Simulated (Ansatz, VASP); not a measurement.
# Mo in VASP and in Ansatz

Contents of INCAR:

```
PREC     = Accurate       # precision mode
ENCUT    = 520            # plane-wave cutoff, eV
EDIFF    = 1E-6           # SCF threshold, eV
ISMEAR   = 0              # smearing method
SIGMA    = 0.15           # smearing width, eV
LREAL    = F              # projectors in reciprocal space
LASPH    = T              # aspherical terms in the spheres
NELM     = 80             # most SCF steps
ALGO     = Normal         # electronic algorithm
ISIF     = 2              # what is computed and relaxed
LWAVE    = F              # write WAVECAR
LCHARG   = F              # write CHGCAR
GGA      = PE             # functional
NBANDS   = 13             # bands
```

KPOINTS

```
regular mesh
0
Gamma
  21 21 18
```

File POSCAR:

```
Mo
1.0
    2.7765430532      0.0000000000      0.0000000000
   -1.3882715266      2.4045568187      0.0000000000
    0.0000000000      0.0000000000      2.5168529895
Mo
1
Direct
    0.0000000000      0.0000000000      0.5000000000
```

Input for Ansatz:

```yaml
crystal:
  lattice:
    - [2.7765430532, 0.0, 0.0]
    - [-1.3882715266, 2.4045568187, 0.0]
    - [0.0, 0.0, 2.5168529895]
  atoms:
    - { symbol: Mo, position: [0.0, 0.0, 0.5] }
basis:
  ecutwfc: 420
kpoints:
  mp_grid: { grid: [21, 21, 18] }
hamiltonian:
  xc: pbe
scf:
  occupations: { method: gaussian, width: 0.15 }
output:
  forces: true
  stress: true
  eigenvalues: true
```

Change from the starting cell: strain +0.015 along x and y, -0.015 along z, atoms carried along.

Alike in both runs: task single point; functional PBE; k mesh 21 × 21 × 18; occupations gaussian, width 0.15 eV; no spin polarisation.

|  | VASP | Ansatz |
| --- | --- | --- |
| version | VASP 6.6.1 | Ansatz 0.2.0 |
| potentials or method | VASP PAW PBE potentials, release 64 (Mo_sv), cutoff 520 eV | scalar-relativistic, plane waves, PAW |
| valence electrons in the cell | 14 | 14 |

|  | VASP | Ansatz | Ansatz less VASP |
| --- | --- | --- | --- |
| gap on the k mesh at the Fermi level (eV) | none | none | - |
| pressure (GPa) | 0.6 | 0.1 | -0.50 |
| traceless stress, the component that is largest in VASP (GPa) | 0.63 | 0.44 | -0.183 |

A gap of «none» marks a metal or a gap that the smearing closes. The functional is the same, so the differences come from potentials, cutoffs and numerics.
